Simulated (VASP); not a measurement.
# InAs (F-43m) in VASP: single point with PBE

Aim: the single point of InAs with PBE.

Program: VASP 6.6.1. These are calculated values, not measurements. Logs are shortened: lines on timing, memory, paths and dates and some standing lists are left out, and cuts for length are marked.

## Step 1: The cell of the first run

Symmetry: F-43m, No. 216, cubic system. The conventional cell has a = 6.186 Å, b = 6.186 Å, c = 6.186 Å, α = 90.00°, β = 90.00°, γ = 90.00°. In (site symmetry -43m) has 4 As at 2.68 Å within 3.5 Å. As (site symmetry -43m) has 4 In at 2.68 Å within 3.5 Å.

## Step 2: Single point, PBE

Contents of POSCAR:

```
InAs
1.0
    0.0000000000      3.0932299442      3.0932299442
    3.0932299442      0.0000000000      3.0932299442
    3.0932299442      3.0932299442      0.0000000000
In As
1 1
Direct
    0.0000000000      0.0000000000      0.0000000000
    0.2500000000      0.2500000000      0.2500000000
```

Contents of INCAR.step1:

```
SYSTEM = InAs
ALGO = Normal
EDIFF = 1E-6
ENCUT = 400
GGA = PE
GGA_COMPAT = .False.
ISIF = 2
ISMEAR = 0
LASPH = .True.
LCHARG = .True.
LORBIT = 11
LREAL = .False.
LWAVE = .False.
NBANDS = 16
NEDOS = 2001
NELM = 120
PREC = Accurate
SIGMA = 0.1
```

Contents of KPOINTS.step1:

```
k-points
0
Gamma
  12 12 12
  0 0 0
```

Contents of INCAR.step2:

```
SYSTEM = InAs
ALGO = Normal
EDIFF = 1E-6
ENCUT = 400
GGA = PE
GGA_COMPAT = .False.
ICHARG = 11
ISIF = 2
ISMEAR = -5
LASPH = .True.
LCHARG = .False.
LORBIT = 10
LREAL = .False.
LWAVE = .False.
NBANDS = 16
NEDOS = 2001
NELM = 120
PREC = Accurate
SIGMA = 0.1
```

Contents of KPOINTS.step2:

```
k-points
0
Gamma
  18 18 18
  0 0 0
```

Potentials or basis: VASP PAW PBE potentials, release 64 (In_d, As).

The run is started by

```bash
cat potpaw_PBE.64/In_d/POTCAR potpaw_PBE.64/As/POTCAR > POTCAR
cp INCAR.step1 INCAR
cp KPOINTS.step1 KPOINTS
mpirun -np 1 vasp_std > vasp.out
cp INCAR.step2 INCAR
cp KPOINTS.step2 KPOINTS
mpirun -np 1 vasp_std > vasp.out
```

OUTCAR:

```text
SYSTEM = InAs
   EDIFF = 1E-6
   ENCUT = 400
   GGA = PE
   ICHARG = 11
   ISIF = 2
   ISMEAR = -5
   LASPH = .True.
   LORBIT = 10
   LREAL = .False.
   NELM = 120
   PREC = Accurate

 ion  position               nearest neighbor table
   1  0.000  0.000  0.000-   2 2.68   2 2.68   2 2.68   2 2.68
   2  0.250  0.250  0.250-   1 2.68   1 2.68   1 2.68   1 2.68

  LATTYP: Found a face centered cubic cell.
 ALAT       =     6.1864598884

  Lattice vectors:

 A1 = (   0.0000000000,   3.0932299442,   3.0932299442)
 A2 = (   3.0932299442,   0.0000000000,   3.0932299442)
 A3 = (   3.0932299442,   3.0932299442,   0.0000000000)

Analysis of symmetry for initial positions (statically):
=====================================================================
 Subroutine PRICEL returns:
 Original cell was already a primitive cell.

 Routine SETGRP: Setting up the symmetry group for a
 face centered cubic supercell.

 Subroutine GETGRP returns: Found 24 space group operations
 (whereof 24 operations were pure point group operations)
 out of a pool of 48 trial point group operations.

The static configuration has the point symmetry T_d .

Analysis of symmetry for dynamics (positions and initial velocities):
=====================================================================
 Subroutine PRICEL returns:
 Original cell was already a primitive cell.

 Routine SETGRP: Setting up the symmetry group for a
 face centered cubic supercell.

 Subroutine GETGRP returns: Found 24 space group operations
 (whereof 24 operations were pure point group operations)
 out of a pool of 48 trial point group operations.

The dynamic configuration has the point symmetry T_d .

 Subroutine INISYM returns: Found 24 space group operations
 (whereof 24 operations are pure point group operations),
 and found     1 'primitive' translations

----------------------------------------------------------------------------------------

                                     Primitive cell

  volume of cell :      59.1925

  direct lattice vectors                    reciprocal lattice vectors
     0.000000000  3.093229944  3.093229944    -0.161643334  0.161643334  0.161643334
     3.093229944  0.000000000  3.093229944     0.161643334 -0.161643334  0.161643334
     3.093229944  3.093229944  0.000000000     0.161643334  0.161643334 -0.161643334

  length of vectors
     4.374487739  4.374487739  4.374487739     0.279974467  0.279974467  0.279974467

[... 89 lines left out ...]
   ISYM   =      2    0-nonsym 1-usesym 2-fastsym
   POTIM  = 0.5000    time-step for ionic-motion
   TEBEG  =    0.0;   TEEND  =   0.0 temperature during run
   PSTRESS=    0.0 pullay stress
   NELECT =      18.0000    total number of electrons
   NUPDOWN=      -1.0000    fix difference up-down
   EMIN   =  10.00;   EMAX   =-10.00  energy-range for DOS
   EFERMI =   0.00;   METHOD = LEGACY
   ISMEAR =    -5;   SIGMA  =   0.10  broadening in eV -4-tet -1-fermi 0-gaus
   EFERMI_NEDOS =   21; number of points for ismear=-14 and -15
   IALGO  =     38    algorithm
   IMIX   =      4    mixing-type and parameters
     AMIX     =   0.40;   BMIX     =  1.00
     AMIX_MAG =   1.60;   BMIX_MAG =  1.00
  volume/ion in A,a.u.               =      29.60       199.73
  Fermi-wavevector in a.u.,A,eV,Ry     =   1.100889  2.080378 16.489665  1.211956
  Thomas-Fermi vector in A             =   2.237307
   LORBIT       =     10    0 simple, 1 ext, 2 COOP (PROOUT), +10 PAW based schemes
   GGA     = PE    functional components
   LHFCALC =     F    Hartree Fock is set to
   AEXX    =    0.0000 exact exchange contribution
   IVDW    =     0    specifies the selected vdW correction
   LEPSILON=     F    determine dielectric tensor
   LRPA    =     F    only Hartree local field effects (RPA)
 non-spin polarized calculation
 Fermi weights with tetrahedron method with Bloechl corrections
  energy-cutoff  :      400.00
  volume of cell :       59.19
 maximum number of plane-waves:      1090
 NGX is ok and might be reduce to    30

 number of electron      18.0000004 magnetization

 Free energy of the ion-electron system (eV)
  ---------------------------------------------------
  ext. energy  EPLUGINS =         0.00000000
  ---------------------------------------------------
  free energy    TOTEN  =        -7.71976882 eV

  energy without entropy =       -7.71976882  energy(sigma->0) =       -7.71976882

 E-fermi :   3.8424     XC(G=0):  -8.7963

 val. band max:        3.8412905763   @ k =   0.0000   0.0000   0.0000
 cond. band min:       3.8412908962   @ k =   0.0000   0.0000   0.0000
 fundamental gap:      0.0000003198
 Fermi energy:         3.8423823311

 k-point     1 :       0.0000    0.0000    0.0000
  band No.  band energies     occupation
      1     -10.4262      2.00000
      2     -10.4262      2.00000
      3     -10.4262      2.00000
      4     -10.3247      2.00000
      5     -10.3247      2.00000
      6      -7.6005      2.00000
[... 433 lines left out ...]
      3     -10.4101      2.00000
      4     -10.3258      2.00000
      5     -10.3223      2.00000
      6      -7.0833      2.00000
[... 8 lines left out ...]
     15      12.1640      0.00000
     16      12.8458      0.00000

 [... further k-points ...]

------------------------ aborting loop because EDIFF is reached ----------------------------------------

  FORCE on cell =-STRESS in cart. coord.  units (eV):
  Direction    XX          YY          ZZ          XY          YZ          ZX
  --------------------------------------------------------------------------------------
  -------------------------------------------------------------------------------------
  Total        0.0126005      0.0126005      0.0126005      0.0000000     -0.0000000      0.0000000
  in kB        0.3410595      0.3410595      0.3410595      0.0000000     -0.0000000      0.0000000
  external PRESSURE =       0.3410595 kB  Pullay stress =       0.0000000 kB

 VOLUME and BASIS-vectors are now :
 -----------------------------------------------------------------------------
  energy-cutoff  :      400.00
  volume of cell :       59.19
      direct lattice vectors                 reciprocal lattice vectors
     0.000000000  3.093229944  3.093229944    -0.161643334  0.161643334  0.161643334
     3.093229944  0.000000000  3.093229944     0.161643334 -0.161643334  0.161643334
     3.093229944  3.093229944  0.000000000     0.161643334  0.161643334 -0.161643334

 POSITION                                       TOTAL-FORCE (eV/Angst)
 -----------------------------------------------------------------------------------
      0.00000      0.00000      0.00000        -0.000000     -0.000000     -0.000000
      1.54661      1.54661      1.54661         0.000000      0.000000      0.000000
 -----------------------------------------------------------------------------------
    total drift:                                0.000000      0.000000      0.000000

  FREE ENERGIE OF THE ION-ELECTRON SYSTEM (eV)
  ---------------------------------------------------
  free  energy   TOTEN  =        -7.7197688229 eV

  energy  without entropy=       -7.7197688229  energy(sigma->0) =       -7.71976882

 total charge

# of ion       s       p       d       tot
------------------------------------------
    1        0.850   0.670   9.880  11.400
    2        1.226   1.526   0.019   2.771
--------------------------------------------------
tot          2.076   2.196   9.899  14.171
```

OUTCAR.step1:

```text
SYSTEM = InAs
   EDIFF = 1E-6
   ENCUT = 400
   GGA = PE
   ISIF = 2
   ISMEAR = 0
   LASPH = .True.
   LORBIT = 11
   LREAL = .False.
   NELM = 120
[... 679 lines left out ...]
    total drift:                                0.000000      0.000000      0.000000

  FREE ENERGIE OF THE ION-ELECTRON SYSTEM (eV)
  ---------------------------------------------------
  free  energy   TOTEN  =        -7.7196578464 eV

  energy  without entropy=       -7.7194993632  energy(sigma->0) =       -7.71957860

 total charge

# of ion       s       p       d       tot
------------------------------------------
    1        0.850   0.670   9.880  11.400
    2        1.226   1.526   0.019   2.771
--------------------------------------------------
tot          2.076   2.196   9.899  14.171
```

Wall time 3.6 min (1 thread of AMD EPYC 7R13, shared host); peak memory 0.26 GiB.

Results:

```
Valence electrons inside the program's atomic spheres : In 11.40; As 2.77
```

Levels at points of the mesh, in eV from the Fermi level:
```
           k point  band 6  band 7  band 8  band 9  band 10  band 11  band 12  band 13
(0.00, 0.00, 0.00)  -11.44   -0.54    0.00    0.00     0.00     3.87     3.87     3.87
(0.50, 0.00, 0.00)  -10.18   -5.43   -0.89   -0.89     0.81     4.63     4.63     6.75
(0.50, 0.50, 0.00)   -9.71   -5.56   -2.10   -2.10     1.66     2.04     8.76     8.80
```

Caveat: spin-orbit coupling is left out, which moves the levels of the heavy elements.
